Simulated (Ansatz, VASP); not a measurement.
## Two plane-wave programs on ZrB2

File INCAR:

```
ALGO     = Normal         # electronic algorithm
EDIFF    = 1E-8           # SCF threshold, eV
ENCUT    = 520            # plane-wave cutoff, eV
GGA      = CA             # functional
ISIF     = 2              # what is computed and relaxed
ISMEAR   = -1             # smearing method
LASPH    = True           # aspherical terms in the spheres
LCHARG   = False          # write CHGCAR
LEFG     = True         
LREAL    = False          # projectors in reciprocal space
LWAVE    = False          # write WAVECAR
NBANDS   = 16             # bands
NELM     = 80             # most SCF steps
PREC     = Accurate       # precision mode
SIGMA    = 0.03           # smearing width, eV
```

File KPOINTS:

```
k-points
0
Gamma
  13 13 10
```

Contents of POSCAR:

```
ZrB2
1.0
    3.2066493363      0.0000000000      0.0000000000
   -1.6033246682      2.7770397863      0.0000000000
    0.0000000000      0.0000000000      3.5663211014
Zr B
1 2
Direct
    0.0000000000      0.0000000000      0.0000000000
    0.3333333333      0.6666666667      0.5000000000
    0.6666666667      0.3333333333      0.5000000000
```

Input for Ansatz:

```yaml
crystal:
  lattice:
    - [3.2066493363, 0.0, 0.0]
    - [-1.6033246682, 2.7770397863, 0.0]
    - [0.0, 0.0, 3.5663211014]
  atoms:
    - { symbol: Zr, position: [0.0, 0.0, 0.0] }
    - { symbol: B, position: [0.3333333333, 0.6666666667, 0.5] }
    - { symbol: B, position: [0.6666666667, 0.3333333333, 0.5] }
kpoints:
  mp_grid: { grid: [13, 13, 10] }
scf:
  occupations: { method: fermi_dirac, width: 0.03 }
hamiltonian:
  xc: lda
  pseudopotentials: { kind: paw }
output:
  forces: true
  stress: true
  eigenvalues: true
  efg: { contact_densities: true }
```

Change from the starting cell: volume scaled by 1.04, PAW files.

Alike in both runs: task electric field gradients; functional LDA; k mesh 13 × 13 × 10; occupations fermi-dirac, width 0.03 eV; no spin polarisation.

```csv
,VASP,Ansatz
version,VASP 6.6.1,Ansatz 0.2.0
potentials or method,"VASP PAW LDA potentials, release 64 (Zr_sv, B)","PAW with Ansatz's default frozen-core files, scalar-relativistic"
plane-wave cutoff (eV),520,420
valence electrons in the cell,18,18
```

Ansatz gave:

| Quantity | Value |
| --- | --- |
| pressure (GPa) | -15.7 |
| traceless stress, the component that is largest in VASP (GPa) | 1.29 |
| size of Vzz on the site where it differs most (V/Å²) | 46.3 |

Question: Estimate VASP's values.

Answer: Pressure (GPa): -15.3; traceless stress, the component that is largest in VASP (GPa): 1.32; size of Vzz on the site where it differs most (V/Å²): 44.0.

LDA's correlation is that of Perdew and Zunger in VASP and of Perdew and Wang (1992) in Ansatz.
